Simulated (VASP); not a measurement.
# Al (P4/mmm) in VASP: further runs

The runs below take Al through single point, with PBE.

All numbers are computed with VASP 6.6.1; they aren't measurements. Logs are shortened: lines on timing, memory, paths and dates and some standing lists are left out, and cuts for length are marked.

**1. The cell of the first run**

Symmetry: P4/mmm, No. 123, tetragonal system. The conventional cell has a = 2.654 Å, b = 2.654 Å, c = 2.501 Å, α = 90.00°, β = 90.00°, γ = 90.00°. Al (site symmetry 4/mmm) has 6 Al at 2.50 to 2.65 Å within 3.3 Å.

**2. Single point, PBE**

File INCAR:

```
  PREC = Accurate
  ENCUT = 520
  EDIFF = 1E-7
  ISMEAR = 0
  SIGMA = 0.1
  LREAL = False
  LASPH = True
  NELM = 60
  ALGO = Normal
  ISIF = 2
  LWAVE = False
  LCHARG = True
  GGA = PE
  LELF = True
  LVHAR = True
  NBANDS = 8
```

File KPOINTS:

```
Automatic mesh
0
Gamma
  6 6 6
```

File POSCAR:

```
Al
1.0
    2.6538481800      0.0000000000      0.0000000000
    0.0000000000      2.6538481800      0.0000000000
    0.0000000000      0.0000000000      2.5008975400
Al
1
Direct
    0.0000000000      0.0000000000      0.5000000000
```

Potentials or basis: VASP PAW PBE potentials, release 64 (Al).

The run is started by

```console
$ cat potpaw_PBE.64/Al/POTCAR > POTCAR
$ mpirun -np 1 vasp_std > vasp.out
```

OUTCAR:

```text
PREC = Accurate
   ENCUT = 520
   EDIFF = 1E-7
   ISMEAR = 0
   LREAL = False
   LASPH = True
   NELM = 60
   ISIF = 2
   GGA = PE

 ion  position               nearest neighbor table
   1  0.000  0.000  0.500-

  LATTYP: Found a simple tetragonal cell.
 ALAT       =     2.6538481800
 C/A-ratio  =     0.9423664695

  Lattice vectors:

 A1 = (   2.6538481800,   0.0000000000,   0.0000000000)
 A2 = (   0.0000000000,   2.6538481800,   0.0000000000)
 A3 = (   0.0000000000,   0.0000000000,   2.5008975400)

Analysis of symmetry for initial positions (statically):
=====================================================================
 Subroutine PRICEL returns:
 Original cell was already a primitive cell.

 Routine SETGRP: Setting up the symmetry group for a
 simple tetragonal supercell.

 Subroutine GETGRP returns: Found 16 space group operations
 (whereof 16 operations were pure point group operations)
 out of a pool of 16 trial point group operations.

The static configuration has the point symmetry D_4h.

Analysis of symmetry for dynamics (positions and initial velocities):
=====================================================================
 Subroutine PRICEL returns:
 Original cell was already a primitive cell.

 Routine SETGRP: Setting up the symmetry group for a
 simple tetragonal supercell.

 Subroutine GETGRP returns: Found 16 space group operations
 (whereof 16 operations were pure point group operations)
 out of a pool of 16 trial point group operations.

The dynamic configuration has the point symmetry D_4h.

 Subroutine INISYM returns: Found 16 space group operations
 (whereof 16 operations are pure point group operations),
 and found     1 'primitive' translations

----------------------------------------------------------------------------------------

                                     Primitive cell

  volume of cell :      17.6136

  direct lattice vectors                    reciprocal lattice vectors
     2.653848180  0.000000000  0.000000000     0.376811307  0.000000000  0.000000000
     0.000000000  2.653848180  0.000000000     0.000000000  0.376811307  0.000000000
     0.000000000  0.000000000  2.500897540     0.000000000  0.000000000  0.399856445

  length of vectors
     2.653848180  2.653848180  2.500897540     0.376811307  0.376811307  0.399856445

  position of ions in fractional coordinates (direct lattice)
     0.000000000  0.000000000  0.500000000

  ion indices of the primitive-cell ions
   primitive index   ion index
                 1           1

----------------------------------------------------------------------------------------

 KPOINTS: Automatic mesh

Automatic generation of k-mesh.
 Grid dimensions read from file:
 generate k-points for:    6    6    6

 Generating k-lattice:

  Cartesian coordinates                     Fractional coordinates (reciprocal lattice)
     0.062801884  0.000000000  0.000000000     0.166666667  0.000000000  0.000000000
     0.000000000  0.062801884  0.000000000     0.000000000  0.166666667  0.000000000
     0.000000000  0.000000000  0.066642741     0.000000000  0.000000000  0.166666667

  Length of vectors
     0.062801884  0.062801884  0.066642741

  Shift w.r.t. Gamma in fractional coordinates (k-lattice)
     0.000000000  0.000000000  0.000000000

 Subroutine IBZKPT returns following result:
 ===========================================

 Found     40 irreducible k-points:

 Following reciprocal coordinates:
            Coordinates               Weight
  0.000000  0.000000  0.000000      1.000000
  0.166667  0.000000  0.000000      4.000000
  0.333333  0.000000  0.000000      4.000000
  0.500000  0.000000  0.000000      2.000000
  0.166667  0.166667  0.000000      4.000000
  0.333333  0.166667  0.000000      8.000000
[... 16 lines left out ...]
  0.333333  0.000000  0.333333      8.000000
  0.500000  0.000000  0.333333      4.000000
 [... further k-points ...]
   k-points           NKPTS =     40   k-points in BZ     NKDIM =     40   number of bands    NBANDS=      8
   number of dos      NEDOS =    301   number of ions     NIONS =      1
   total plane-waves  NPLWV =   8000
   dimension x,y,z NGX =    20 NGY =   20 NGZ =   20
   dimension x,y,z NGXF=    40 NGYF=   40 NGZF=   40
   ions per type =               1
   NGX,Y,Z   is equivalent  to a cutoff of  12.53, 12.53, 13.29 a.u.
   NGXF,Y,Z  is equivalent  to a cutoff of  25.06, 25.06, 26.59 a.u.
 SYSTEM =  unknown system
   PREC   = accura    normal or accurate (medium, high low for compatibility)
   ISTART =      0    job   : 0-new  1-cont  2-samecut
   ICHARG =      2    charge: 1-file 2-atom 10-const
   ISPIN  =      1    spin polarized calculation?
   LNONCOLLINEAR =      F non collinear calculations
   LSORBIT =      F    spin-orbit coupling
   LASPH  =      T    aspherical Exc in radial PAW
   ENCUT  =  520.0 eV  38.22 Ry    6.18 a.u.   4.93  4.93  4.65*2*pi/ulx,y,z
   NELM   =     60;   NELMIN=  2; NELMDL= -5     # of ELM steps
   EDIFF  = 0.1E-06   stopping-criterion for ELM
   LREAL  =      F    real-space projection
   EDIFFG = 0.1E-05   stopping-criterion for IOM
   NSW    =      0    number of steps for IOM
   IBRION =     -1    ionic relax: 0-MD 1-quasi-New 2-CG
   NFREE  =      0    steps in history (QN), initial steepest desc. (CG)
   ISIF   =      2    stress and relaxation
   ISYM   =      2    0-nonsym 1-usesym 2-fastsym
   POTIM  = 0.5000    time-step for ionic-motion
   TEBEG  =    0.0;   TEEND  =   0.0 temperature during run
   PSTRESS=    0.0 pullay stress
   NELECT =       3.0000    total number of electrons
   NUPDOWN=      -1.0000    fix difference up-down
   EMIN   =  10.00;   EMAX   =-10.00  energy-range for DOS
   EFERMI =   0.00;   METHOD = LEGACY
   ISMEAR =     0;   SIGMA  =   0.10  broadening in eV -4-tet -1-fermi 0-gaus
   EFERMI_NEDOS =   21; number of points for ismear=-14 and -15
   IALGO  =     38    algorithm
   IMIX   =      4    mixing-type and parameters
     AMIX     =   0.40;   BMIX     =  1.00
     AMIX_MAG =   1.60;   BMIX_MAG =  1.00
  volume/ion in A,a.u.               =      17.61       118.86
  Fermi-wavevector in a.u.,A,eV,Ry     =   0.907471  1.714871 11.204437  0.823503
  Thomas-Fermi vector in A             =   2.031282
   LORBIT       =      0    0 simple, 1 ext, 2 COOP (PROOUT), +10 PAW based schemes
   GGA     = PE    functional components
   LHFCALC =     F    Hartree Fock is set to
   AEXX    =    0.0000 exact exchange contribution
   IVDW    =     0    specifies the selected vdW correction
   LEPSILON=     F    determine dielectric tensor
   LRPA    =     F    only Hartree local field effects (RPA)
 non-spin polarized calculation
 Gauss-broadening in eV      SIGMA  =   0.10
  energy-cutoff  :      520.00
  volume of cell :       17.61
 maximum number of plane-waves:       492
 NGX is ok and might be reduce to    20

 number of electron       3.0000000 magnetization

 Free energy of the ion-electron system (eV)
  ---------------------------------------------------
  ext. energy  EPLUGINS =         0.00000000
  ---------------------------------------------------
  free energy    TOTEN  =        -3.22412729 eV

  energy without entropy =       -3.22093949  energy(sigma->0) =       -3.22253339

 E-fermi :   6.7436     XC(G=0):  -9.8995

 val. band max:        6.6466963886   @ k =   0.3333   0.1667   0.1667
 cond. band min:       6.8119484810   @ k =   0.5000   0.0000   0.5000
 fundamental gap:      0.1652520924
 Fermi energy:         6.7436268073

 k-point     1 :       0.0000    0.0000    0.0000
  band No.  band energies     occupation
      1      -3.4752      2.00000
      2      14.7383      0.00000
      3      15.5686      0.00000
      4      16.2119      0.00000
      5      16.2119      0.00000
      6      18.8720      0.00000
      7      24.1814      0.00000
      8      31.6181      0.00000

 k-point     2 :       0.1667    0.0000    0.0000
  band No.  band energies     occupation
      1      -2.8989      2.00000
      2      10.2494      0.00000
      3      15.7760      0.00000
      4      16.6932      0.00000
      5      19.3417      0.00000
      6      20.3512      0.00000
      7      25.9940      0.00000
      8      28.3575      0.00000

 k-point     3 :       0.3333    0.0000    0.0000
  band No.  band energies     occupation
      1      -1.1937      2.00000
      2       5.5484      2.00000
      3      17.0122      0.00000
      4      18.1282      0.00000
      5      20.7484      0.00000
      6      23.1528      0.00000
      7      24.1384      0.00000
      8      26.4885      0.00000

 k-point     4 :       0.5000    0.0000    0.0000
  band No.  band energies     occupation
      1       1.1525      2.00000
      2       2.1821      2.00000
      3      17.9480      0.00000
      4      20.0172      0.00000
      5      21.2759      0.00000
      6      22.7380      0.00000
      7      23.5657      0.00000
      8      23.9245      0.00000

 k-point     5 :       0.1667    0.1667    0.0000
  band No.  band energies     occupation
      1      -2.3245      2.00000
      2      10.1472      0.00000
      3      11.6281      0.00000
      4      19.3346      0.00000
      5      19.8089      0.00000
      6      22.8340      0.00000
      7      24.2572      0.00000
      8      27.5265      0.00000
[... 177 lines left out ...]
 k-point    22 :       0.1667    0.0000    0.3333
  band No.  band energies     occupation
      1      -0.3177      2.00000
      2       7.0441      0.00002
      3      12.8354      0.00000
      4      18.8453      0.00000
      5      18.8513      0.00000
      6      21.9680      0.00000
      7      25.3157      0.00000
      8      25.6862      0.00000

 k-point    23 :       0.3333    0.0000    0.3333
  band No.  band energies     occupation
      1       1.3573      2.00000
      2       7.4994      0.00000
      3       9.3547      0.00000
      4      15.2782      0.00000
      5      20.2343      0.00000
      6      22.9266      0.00000
      7      25.4790      0.00000
      8      27.5331      0.00000

 k-point    24 :       0.5000    0.0000    0.3333
  band No.  band energies     occupation
      1       3.6818      2.00000
      2       4.5902      2.00000
      3      10.9188      0.00000
      4      12.3670      0.00000
      5      21.9204      0.00000
      6      23.4188      0.00000
      7      25.0574      0.00000
      8      26.3569      0.00000

 [... further k-points ...]
[... 5 lines left out ...]
  --------------------------------------------------------------------------------------
  -------------------------------------------------------------------------------------
  Total        1.2719501      1.2719501      1.0452484      0.0000000     -0.0000000      0.0000000
  in kB      115.6998014    115.6998014     95.0784364      0.0000000     -0.0000000      0.0000000
  external PRESSURE =     108.8260131 kB  Pullay stress =       0.0000000 kB

 VOLUME and BASIS-vectors are now :
 -----------------------------------------------------------------------------
  energy-cutoff  :      520.00
  volume of cell :       17.61
      direct lattice vectors                 reciprocal lattice vectors
     2.653848180  0.000000000  0.000000000     0.376811307  0.000000000  0.000000000
     0.000000000  2.653848180  0.000000000     0.000000000  0.376811307  0.000000000
     0.000000000  0.000000000  2.500897540     0.000000000  0.000000000  0.399856445

 POSITION                                       TOTAL-FORCE (eV/Angst)
 -----------------------------------------------------------------------------------
      0.00000      0.00000      1.25045         0.000000      0.000000      0.000000
 -----------------------------------------------------------------------------------
    total drift:                               -0.000000      0.000000     -0.000000

  FREE ENERGIE OF THE ION-ELECTRON SYSTEM (eV)
  ---------------------------------------------------
  free  energy   TOTEN  =        -3.2241272901 eV

  energy  without entropy=       -3.2209394855  energy(sigma->0) =       -3.22253339
```

Run time: 3.2 s. Hardware: 1 thread of Intel Xeon Platinum 8488C (Sapphire Rapids), shared host; peak memory 0.12 GiB.

What came out:

```yaml
Free_energy: -3.2241 eV
Pressure: 10.9 GPa
```

Stress tensor (GPa, compression positive):
```
11.57  0.00  0.00
 0.00 11.57  0.00
 0.00  0.00  9.51
```

Caveat: the k points lie up to 0.42 Å⁻¹ apart.

**3. Single point, PBE**

This run uses another cell than the first one: it holds 8 atoms, not 1.

File INCAR:

```
SYSTEM = Al
PREC = Accurate
ENCUT = 520
EDIFF = 1E-6
ISMEAR = 0
SIGMA = 0.2
LREAL = .False.
LASPH = .True.
NELM = 60
ALGO = Fast
ISIF = 2
LWAVE = .False.
LCHARG = .True.
GGA = PE
LELF = .True.
LVHAR = .True.
NBANDS = 22
```

File KPOINTS:

```
Automatic mesh
0
Gamma
  4 4 4
  0 0 0
```

File POSCAR:

```
Al
1.0
    5.4379208817      0.0000000000      0.0000000000
    0.0000000000      5.4379208817      0.0000000000
    0.0000000000      0.0000000000      5.4565619920
Al
8
Direct
    0.0000000000      0.0000000000      0.2500000000
    0.0000000000      0.0000000000      0.7500000000
    1.0000000000      0.5000000000      0.2500000000
    1.0000000000      0.5000000000      0.7500000000
    0.5000000000      0.0000000000      0.2500000000
    0.5000000000      0.0000000000      0.7500000000
    0.5000000000      0.5000000000      0.2500000000
    0.5000000000      0.5000000000      0.7500000000
```

Potentials or basis: VASP PAW PBE potentials, release 64 (Al).

The run is started by

```console
$ cat potpaw_PBE.64/Al/POTCAR > POTCAR
$ mpirun -np 1 vasp_std > vasp.out
```

OUTCAR:

```text
SYSTEM = Al
   PREC = Accurate
   ENCUT = 520
   EDIFF = 1E-6
   ISMEAR = 0
   LREAL = .False.
   LASPH = .True.
   NELM = 60
   ISIF = 2
   GGA = PE

 ion  position               nearest neighbor table
   1  0.000  0.000  0.250-   3 2.72   5 2.72   3 2.72   5 2.72   2 2.73   2 2.73
   2  0.000  0.000  0.750-   4 2.72   6 2.72   4 2.72   6 2.72   1 2.73   1 2.73
   3  0.000  0.500  0.250-   1 2.72   7 2.72   1 2.72   7 2.72   4 2.73   4 2.73
   4  0.000  0.500  0.750-   2 2.72   8 2.72   2 2.72   8 2.72   3 2.73   3 2.73
   5  0.500  0.000  0.250-   1 2.72   7 2.72   7 2.72   1 2.72   6 2.73   6 2.73
   6  0.500  0.000  0.750-   2 2.72   8 2.72   8 2.72   2 2.72   5 2.73   5 2.73
   7  0.500  0.500  0.250-   3 2.72   5 2.72   5 2.72   3 2.72   8 2.73   8 2.73
   8  0.500  0.500  0.750-   4 2.72   6 2.72   6 2.72   4 2.72   7 2.73   7 2.73
[... 7 lines left out ...]
 A1 = (   5.4379208817,   0.0000000000,   0.0000000000)
 A2 = (   0.0000000000,   5.4379208817,   0.0000000000)
 A3 = (   0.0000000000,   0.0000000000,   5.4565619920)

Analysis of symmetry for initial positions (statically):
=====================================================================
 Subroutine PRICEL returns following result:

  LATTYP: Found a simple tetragonal cell.
 ALAT       =     2.7189604409
 C/A-ratio  =     1.0034279848

  Lattice vectors:

 A1 = (   2.7189604409,   0.0000000000,   0.0000000000)
 A2 = (   0.0000000000,   2.7189604409,   0.0000000000)
 A3 = (   0.0000000000,   0.0000000000,   2.7282809960)

   8 primitive cells build up your supercell.

 Routine SETGRP: Setting up the symmetry group for a
 simple tetragonal supercell.

 Subroutine GETGRP returns: Found 16 space group operations
 (whereof 16 operations were pure point group operations)
 out of a pool of 16 trial point group operations.

The static configuration has the point symmetry D_4h.

Analysis of symmetry for dynamics (positions and initial velocities):
=====================================================================
 Subroutine PRICEL returns following result:

[... 136 lines left out ...]
   LHFCALC =     F    Hartree Fock is set to
   AEXX    =    0.0000 exact exchange contribution
   IVDW    =     0    specifies the selected vdW correction
   LEPSILON=     F    determine dielectric tensor
   LRPA    =     F    only Hartree local field effects (RPA)
 non-spin polarized calculation
 RMM-DIIS sequential band-by-band and
 Gauss-broadening in eV      SIGMA  =   0.20
  energy-cutoff  :      520.00
  volume of cell :      161.36
 maximum number of plane-waves:      4385
   NGX = 21   NGY = 21   NGZ = 21

 number of electron      23.9999999 magnetization

 Free energy of the ion-electron system (eV)
  ---------------------------------------------------
  ext. energy  EPLUGINS =         0.00000000
  ---------------------------------------------------
  free energy    TOTEN  =       -27.17436116 eV

  energy without entropy =      -27.11937483  energy(sigma->0) =      -27.14686799

 E-fermi :   5.6090     XC(G=0):  -9.4227

 val. band max:        5.3953346001   @ k =   0.0000   0.0000   0.0000
 cond. band min:       5.6260165238   @ k =   0.2500   0.0000   0.0000
 fundamental gap:      0.2306819238
 Fermi energy:         5.6090121276

 k-point     1 :       0.0000    0.0000    0.0000
  band No.  band energies     occupation
      1      -3.8997      2.00000
      2       0.4081      2.00000
      3       0.4595      2.00000
      4       0.4595      2.00000
      5       1.5588      2.00000
      6       1.5688      2.00000
[... 439 lines left out ...]
     21       8.4536      0.00000
     22       8.4536      0.00000

------------------------ aborting loop because EDIFF is reached ----------------------------------------

  FORCE on cell =-STRESS in cart. coord.  units (eV):
  Direction    XX          YY          ZZ          XY          YZ          ZX
  --------------------------------------------------------------------------------------
  -------------------------------------------------------------------------------------
  Total       -0.1182406     -0.1182406     -0.6511970      0.0000000     -0.0000000      0.0000000
  in kB       -1.1740653     -1.1740653     -6.4660358      0.0000000     -0.0000000      0.0000000
  external PRESSURE =      -2.9380555 kB  Pullay stress =       0.0000000 kB

 VOLUME and BASIS-vectors are now :
 -----------------------------------------------------------------------------
  energy-cutoff  :      520.00
  volume of cell :      161.36
      direct lattice vectors                 reciprocal lattice vectors
     5.437920882  0.000000000  0.000000000     0.183893812  0.000000000  0.000000000
     0.000000000  5.437920882  0.000000000     0.000000000  0.183893812  0.000000000
     0.000000000  0.000000000  5.456561992     0.000000000  0.000000000  0.183265580

 POSITION                                       TOTAL-FORCE (eV/Angst)
 -----------------------------------------------------------------------------------
      0.00000      0.00000      1.36414        -0.000000      0.000000     -0.000000
      0.00000      0.00000      4.09242        -0.000000      0.000000      0.000000
      0.00000      2.71896      1.36414        -0.000000     -0.000000      0.000000
      0.00000      2.71896      4.09242         0.000000     -0.000000     -0.000000
      2.71896      0.00000      1.36414         0.000000     -0.000000     -0.000000
      2.71896      0.00000      4.09242        -0.000000      0.000000      0.000000
      2.71896      2.71896      1.36414         0.000000      0.000000     -0.000000
      2.71896      2.71896      4.09242        -0.000000      0.000000     -0.000000
 -----------------------------------------------------------------------------------
    total drift:                                0.000000     -0.000000     -0.000000

  FREE ENERGIE OF THE ION-ELECTRON SYSTEM (eV)
  ---------------------------------------------------
  free  energy   TOTEN  =       -27.1743611556 eV

  energy  without entropy=      -27.1193748290  energy(sigma->0) =      -27.14686799
```

Wall time 39 s (1 thread of Intel Xeon Platinum 8488C (Sapphire Rapids), shared host); peak memory 0.24 GiB.

What came out:

```yaml
Free_energy: -27.1744 eV
Pressure: -0.3 GPa
Band_gap_on_the_k_mesh: zero (band 12 reaches 8.43 eV, above the bottom of band 13 at 5.12 eV)
```

Stress tensor (GPa, compression positive):
```
-0.12  0.00  0.00
 0.00 -0.12  0.00
 0.00  0.00 -0.65
```
